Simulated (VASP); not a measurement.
# SnSe (rocksalt type) (Fm-3m) in VASP: notebook

The runs below take SnSe (rocksalt type) through single point, with PBE.

Program: VASP 6.6.1. These are calculated values, not measurements. Logs are shortened: lines on timing, memory, paths and dates and some standing lists are left out, and cuts for length are marked.

## 1. The cell of the first run

Symmetry: Fm-3m, No. 225, cubic system. The conventional cell has a = 5.918 Å, b = 5.918 Å, c = 5.918 Å, α = 90.00°, β = 90.00°, γ = 90.00°. Sn (site symmetry m-3m) has 6 Se at 2.96 Å within 3.9 Å. Within 3.9 Å of Se (site symmetry m-3m) lie 6 Sn at 2.96 Å.

## 2. Single point, PBE

The input, INCAR:

```
SYSTEM = SnSe
PREC = Accurate
ENCUT = 520
EDIFF = 1E-6
ISMEAR = -1
SIGMA = 0.05
LREAL = .False.
LASPH = .True.
NELM = 60
ALGO = Normal
ISIF = 2
LWAVE = .False.
LCHARG = .False.
GGA = PE
NBANDS = 17
```

The input, KPOINTS:

```
regular mesh
0
Gamma
  13 13 13
  0 0 0
```

The input, POSCAR:

```
SnSe
1.0
    0.0000000000      2.9588057986      2.9588057986
    2.9588057986      0.0000000000      2.9588057986
    2.9588057986      2.9588057986      0.0000000000
Sn Se
1 1
Direct
    0.0000000000      0.0000000000      0.0000000000
    0.5000000000      0.5000000000      0.5000000000
```

Potentials or basis: VASP PAW PBE potentials, release 64 (Sn_d, Se).

On the command line:

```
$ cat potpaw_PBE.64/Sn_d/POTCAR potpaw_PBE.64/Se/POTCAR > POTCAR
$ mpirun -np 1 vasp_std > vasp.out
```

OUTCAR:

```text
SYSTEM = SnSe
   PREC = Accurate
   ENCUT = 520
   EDIFF = 1E-6
   ISMEAR = -1
   LREAL = .False.
   LASPH = .True.
   NELM = 60
   ISIF = 2
   GGA = PE

 ion  position               nearest neighbor table
   1  0.000  0.000  0.000-   2 2.96   2 2.96   2 2.96   2 2.96   2 2.96   2 2.96
   2  0.500  0.500  0.500-   1 2.96   1 2.96   1 2.96   1 2.96   1 2.96   1 2.96

  LATTYP: Found a face centered cubic cell.
 ALAT       =     5.9176115972

  Lattice vectors:

 A1 = (   0.0000000000,   2.9588057986,   2.9588057986)
 A2 = (   2.9588057986,   0.0000000000,   2.9588057986)
 A3 = (   2.9588057986,   2.9588057986,   0.0000000000)

Analysis of symmetry for initial positions (statically):
=====================================================================
 Subroutine PRICEL returns:
 Original cell was already a primitive cell.

 Routine SETGRP: Setting up the symmetry group for a
 face centered cubic supercell.

 Subroutine GETGRP returns: Found 48 space group operations
 (whereof 48 operations were pure point group operations)
 out of a pool of 48 trial point group operations.

The static configuration has the point symmetry O_h .

Analysis of symmetry for dynamics (positions and initial velocities):
=====================================================================
 Subroutine PRICEL returns:
 Original cell was already a primitive cell.

 Routine SETGRP: Setting up the symmetry group for a
 face centered cubic supercell.

 Subroutine GETGRP returns: Found 48 space group operations
 (whereof 48 operations were pure point group operations)
 out of a pool of 48 trial point group operations.

The dynamic configuration has the point symmetry O_h .

 Subroutine INISYM returns: Found 48 space group operations
 (whereof 48 operations are pure point group operations),
 and found     1 'primitive' translations

----------------------------------------------------------------------------------------

                                     Primitive cell

  volume of cell :      51.8059

  direct lattice vectors                    reciprocal lattice vectors
     0.000000000  2.958805799  2.958805799    -0.168987096  0.168987096  0.168987096
     2.958805799  0.000000000  2.958805799     0.168987096 -0.168987096  0.168987096
[... 75 lines left out ...]
 SYSTEM =  SnSe
   PREC   = accura    normal or accurate (medium, high low for compatibility)
   ISTART =      0    job   : 0-new  1-cont  2-samecut
   ICHARG =      2    charge: 1-file 2-atom 10-const
   ISPIN  =      1    spin polarized calculation?
   LNONCOLLINEAR =      F non collinear calculations
   LSORBIT =      F    spin-orbit coupling
   LASPH  =      T    aspherical Exc in radial PAW
   ENCUT  =  520.0 eV  38.22 Ry    6.18 a.u.   7.78  7.78  7.78*2*pi/ulx,y,z
   NELM   =     60;   NELMIN=  2; NELMDL= -5     # of ELM steps
   EDIFF  = 0.1E-05   stopping-criterion for ELM
   LREAL  =      F    real-space projection
   EDIFFG = 0.1E-04   stopping-criterion for IOM
   NSW    =      0    number of steps for IOM
   IBRION =     -1    ionic relax: 0-MD 1-quasi-New 2-CG
   NFREE  =      0    steps in history (QN), initial steepest desc. (CG)
   ISIF   =      2    stress and relaxation
   ISYM   =      2    0-nonsym 1-usesym 2-fastsym
   POTIM  = 0.5000    time-step for ionic-motion
   TEBEG  =    0.0;   TEEND  =   0.0 temperature during run
   PSTRESS=    0.0 pullay stress
   NELECT =      20.0000    total number of electrons
   NUPDOWN=      -1.0000    fix difference up-down
   EMIN   =  10.00;   EMAX   =-10.00  energy-range for DOS
   EFERMI =   0.00;   METHOD = LEGACY
   ISMEAR =    -1;   SIGMA  =   0.05  broadening in eV -4-tet -1-fermi 0-gaus
   EFERMI_NEDOS =   21; number of points for ismear=-14 and -15
   IALGO  =     38    algorithm
   IMIX   =      4    mixing-type and parameters
     AMIX     =   0.40;   BMIX     =  1.00
     AMIX_MAG =   1.60;   BMIX_MAG =  1.00
  volume/ion in A,a.u.               =      25.90       174.80
  Fermi-wavevector in a.u.,A,eV,Ry     =   1.192042  2.252634 19.333404  1.420965
  Thomas-Fermi vector in A             =   2.328090
   LORBIT       =      0    0 simple, 1 ext, 2 COOP (PROOUT), +10 PAW based schemes
   GGA     = PE    functional components
   LHFCALC =     F    Hartree Fock is set to
   AEXX    =    0.0000 exact exchange contribution
   IVDW    =     0    specifies the selected vdW correction
   LEPSILON=     F    determine dielectric tensor
   LRPA    =     F    only Hartree local field effects (RPA)
 non-spin polarized calculation
  energy-cutoff  :      520.00
  volume of cell :       51.81
 maximum number of plane-waves:      1413
   NGX = 15   NGY = 15   NGZ = 15

 number of electron      20.0000003 magnetization

 Free energy of the ion-electron system (eV)
  ---------------------------------------------------
  ext. energy  EPLUGINS =         0.00000000
  ---------------------------------------------------
  free energy    TOTEN  =        -8.16731523 eV

  energy without entropy =       -8.16673172  energy(sigma->0) =       -8.16702347

 E-fermi :   6.4072     XC(G=0):  -9.8336

 val. band max:        6.2615201703   @ k =  -0.3846   0.0769   0.0000
 cond. band min:       6.5736860717   @ k =  -0.3846   0.0769   0.0000
 fundamental gap:      0.3121659014
 Fermi energy:         6.4071585949

 k-point     1 :       0.0000    0.0000    0.0000
  band No.  band energies     occupation
      1     -15.4224      2.00000
      2     -15.4224      2.00000
      3     -15.4224      2.00000
      4     -15.4223      2.00000
      5     -15.4223      2.00000
      6      -8.0500      2.00000
[... 457 lines left out ...]
      4     -15.4100      2.00000
      5     -15.4057      2.00000
      6      -7.0043      2.00000
[... 9 lines left out ...]
     16      16.7629      0.00000
     17      16.8978      0.00000

 [... further k-points ...]
[... 5 lines left out ...]
  --------------------------------------------------------------------------------------
  -------------------------------------------------------------------------------------
  Total        1.3227593      1.3227593      1.3227593      0.0000000      0.0000000     -0.0000000
  in kB       40.9083548     40.9083548     40.9083548      0.0000000      0.0000000     -0.0000000
  external PRESSURE =      40.9083548 kB  Pullay stress =       0.0000000 kB

 VOLUME and BASIS-vectors are now :
 -----------------------------------------------------------------------------
  energy-cutoff  :      520.00
  volume of cell :       51.81
      direct lattice vectors                 reciprocal lattice vectors
     0.000000000  2.958805799  2.958805799    -0.168987096  0.168987096  0.168987096
     2.958805799  0.000000000  2.958805799     0.168987096 -0.168987096  0.168987096
     2.958805799  2.958805799  0.000000000     0.168987096  0.168987096 -0.168987096

 POSITION                                       TOTAL-FORCE (eV/Angst)
 -----------------------------------------------------------------------------------
      0.00000      0.00000      0.00000        -0.000000      0.000000      0.000000
      2.95881      2.95881      2.95881         0.000000      0.000000     -0.000000
 -----------------------------------------------------------------------------------
    total drift:                                0.000000     -0.000000     -0.000000

  FREE ENERGIE OF THE ION-ELECTRON SYSTEM (eV)
  ---------------------------------------------------
  free  energy   TOTEN  =        -8.1673152297 eV

  energy  without entropy=       -8.1667317174  energy(sigma->0) =       -8.16702347
```

stdout:

```text
POSCAR found type information on POSCAR SnSe
 POSCAR found :  2 types and       2 ions
 scaLAPACK will be used
 LDA part: xc-table for (Slater+PW92), standard interpolation
 POSCAR, INCAR and KPOINTS ok, starting setup
 FFT: planning ... GRIDC
 FFT: planning ... GRID_SOFT
 FFT: planning ... GRID
 WAVECAR not read
 entering main loop
```

Wall time 20 s (1 thread of Intel Xeon 6975P-C (Granite Rapids), shared host); peak memory 0.22 GiB.

Results:

```yaml
Free_energy: -8.1673 eV
Pressure: 4.1 GPa
```

Levels at points of the mesh, in eV from the Fermi level:
```csv
k point,band 7,band 8,band 9,band 10,band 11,band 12,band 13,band 14
"(0.00, 0.00, 0.00)",-5.12,-2.57,-2.57,-2.57,4.28,4.28,4.28,5.57
```

Caveat: this odd mesh misses L, where the gap lies, so gap, dielectric constants and Born charges aren't listed; spin-orbit coupling is left out, which moves the levels of the heavy elements.

## 3. Single point, PBE

The input, INCAR:

```
ALGO = Normal
EDIFF = 1E-6
ENCUT = 520
GGA = PE
ISIF = 2
ISMEAR = -1
LASPH = T
LCHARG = F
LREAL = F
LWAVE = F
NBANDS = 17
NELM = 60
PREC = Accurate
SIGMA = 0.05
```

The input, KPOINTS:

```
k-points
0
Gamma
  13 13 13
```

POSCAR is that of step 2.

Potentials or basis: VASP PAW PBE potentials, release 64 (Sn_d, Se).

On the command line:

```
$ cat potpaw_PBE.64/Sn_d/POTCAR potpaw_PBE.64/Se/POTCAR > POTCAR
$ mpirun -np 1 vasp_std > vasp.out
```

OUTCAR:

```text
EDIFF = 1E-6
   ENCUT = 520
   GGA = PE
   ISIF = 2
   ISMEAR = -1
   LASPH = T
   LREAL = F
   NELM = 60
   PREC = Accurate

 ion  position               nearest neighbor table
   1  0.000  0.000  0.000-   2 2.96   2 2.96   2 2.96   2 2.96   2 2.96   2 2.96
   2  0.500  0.500  0.500-   1 2.96   1 2.96   1 2.96   1 2.96   1 2.96   1 2.96

  LATTYP: Found a face centered cubic cell.
 ALAT       =     5.9176115972

  Lattice vectors:

 A1 = (   0.0000000000,   2.9588057986,   2.9588057986)
 A2 = (   2.9588057986,   0.0000000000,   2.9588057986)
 A3 = (   2.9588057986,   2.9588057986,   0.0000000000)

Analysis of symmetry for initial positions (statically):
=====================================================================
 Subroutine PRICEL returns:
 Original cell was already a primitive cell.

 Routine SETGRP: Setting up the symmetry group for a
 face centered cubic supercell.

 Subroutine GETGRP returns: Found 48 space group operations
 (whereof 48 operations were pure point group operations)
 out of a pool of 48 trial point group operations.

The static configuration has the point symmetry O_h .

Analysis of symmetry for dynamics (positions and initial velocities):
=====================================================================
 Subroutine PRICEL returns:
 Original cell was already a primitive cell.

 Routine SETGRP: Setting up the symmetry group for a
 face centered cubic supercell.

 Subroutine GETGRP returns: Found 48 space group operations
 (whereof 48 operations were pure point group operations)
 out of a pool of 48 trial point group operations.

The dynamic configuration has the point symmetry O_h .

 Subroutine INISYM returns: Found 48 space group operations
 (whereof 48 operations are pure point group operations),
 and found     1 'primitive' translations
[... 102 lines left out ...]
   ISYM   =      2    0-nonsym 1-usesym 2-fastsym
   POTIM  = 0.5000    time-step for ionic-motion
   TEBEG  =    0.0;   TEEND  =   0.0 temperature during run
   PSTRESS=    0.0 pullay stress
   NELECT =      20.0000    total number of electrons
   NUPDOWN=      -1.0000    fix difference up-down
   EMIN   =  10.00;   EMAX   =-10.00  energy-range for DOS
   EFERMI =   0.00;   METHOD = LEGACY
   ISMEAR =    -1;   SIGMA  =   0.05  broadening in eV -4-tet -1-fermi 0-gaus
   EFERMI_NEDOS =   21; number of points for ismear=-14 and -15
   IALGO  =     38    algorithm
   IMIX   =      4    mixing-type and parameters
     AMIX     =   0.40;   BMIX     =  1.00
     AMIX_MAG =   1.60;   BMIX_MAG =  1.00
  volume/ion in A,a.u.               =      25.90       174.80
  Fermi-wavevector in a.u.,A,eV,Ry     =   1.192042  2.252634 19.333404  1.420965
  Thomas-Fermi vector in A             =   2.328090
   LORBIT       =      0    0 simple, 1 ext, 2 COOP (PROOUT), +10 PAW based schemes
   GGA     = PE    functional components
   LHFCALC =     F    Hartree Fock is set to
   AEXX    =    0.0000 exact exchange contribution
   IVDW    =     0    specifies the selected vdW correction
   LEPSILON=     F    determine dielectric tensor
   LRPA    =     F    only Hartree local field effects (RPA)
 non-spin polarized calculation
  energy-cutoff  :      520.00
  volume of cell :       51.81
 maximum number of plane-waves:      1413
   NGX = 15   NGY = 15   NGZ = 15

 number of electron      20.0000003 magnetization

 Free energy of the ion-electron system (eV)
  ---------------------------------------------------
  ext. energy  EPLUGINS =         0.00000000
  ---------------------------------------------------
  free energy    TOTEN  =        -8.16731523 eV

  energy without entropy =       -8.16673172  energy(sigma->0) =       -8.16702347

 E-fermi :   6.4072     XC(G=0):  -9.8336

 val. band max:        6.2615201703   @ k =  -0.3846   0.0769   0.0000
 cond. band min:       6.5736860717   @ k =  -0.3846   0.0769   0.0000
 fundamental gap:      0.3121659014
 Fermi energy:         6.4071585949

 k-point     1 :       0.0000    0.0000    0.0000
  band No.  band energies     occupation
      1     -15.4224      2.00000
      2     -15.4224      2.00000
      3     -15.4224      2.00000
      4     -15.4223      2.00000
      5     -15.4223      2.00000
      6      -8.0500      2.00000
[... 457 lines left out ...]
      4     -15.4100      2.00000
      5     -15.4057      2.00000
      6      -7.0043      2.00000
[... 9 lines left out ...]
     16      16.7629      0.00000
     17      16.8978      0.00000

 [... further k-points ...]
[... 5 lines left out ...]
  --------------------------------------------------------------------------------------
  -------------------------------------------------------------------------------------
  Total        1.3227593      1.3227593      1.3227593      0.0000000      0.0000000     -0.0000000
  in kB       40.9083548     40.9083548     40.9083548      0.0000000      0.0000000     -0.0000000
  external PRESSURE =      40.9083548 kB  Pullay stress =       0.0000000 kB

 VOLUME and BASIS-vectors are now :
 -----------------------------------------------------------------------------
  energy-cutoff  :      520.00
  volume of cell :       51.81
      direct lattice vectors                 reciprocal lattice vectors
     0.000000000  2.958805799  2.958805799    -0.168987096  0.168987096  0.168987096
     2.958805799  0.000000000  2.958805799     0.168987096 -0.168987096  0.168987096
     2.958805799  2.958805799  0.000000000     0.168987096  0.168987096 -0.168987096

 POSITION                                       TOTAL-FORCE (eV/Angst)
 -----------------------------------------------------------------------------------
      0.00000      0.00000      0.00000        -0.000000      0.000000      0.000000
      2.95881      2.95881      2.95881         0.000000      0.000000     -0.000000
 -----------------------------------------------------------------------------------
    total drift:                                0.000000     -0.000000     -0.000000

  FREE ENERGIE OF THE ION-ELECTRON SYSTEM (eV)
  ---------------------------------------------------
  free  energy   TOTEN  =        -8.1673152297 eV

  energy  without entropy=       -8.1667317174  energy(sigma->0) =       -8.16702347
```

stdout:

```text
POSCAR found type information on POSCAR SnSe
 POSCAR found :  2 types and       2 ions
 scaLAPACK will be used
 LDA part: xc-table for (Slater+PW92), standard interpolation
 POSCAR, INCAR and KPOINTS ok, starting setup
 FFT: planning ... GRIDC
 FFT: planning ... GRID_SOFT
 FFT: planning ... GRID
 WAVECAR not read
 entering main loop
```

Wall time 20 s (1 thread of Intel Xeon 6975P-C (Granite Rapids), shared host); peak memory 0.22 GiB.

What came out:

* Free energy: -8.1673 eV
* Pressure: 4.1 GPa

Caveat: this odd mesh misses L, where the gap lies, so gap, dielectric constants and Born charges aren't listed; spin-orbit coupling is left out, which moves the levels of the heavy elements.
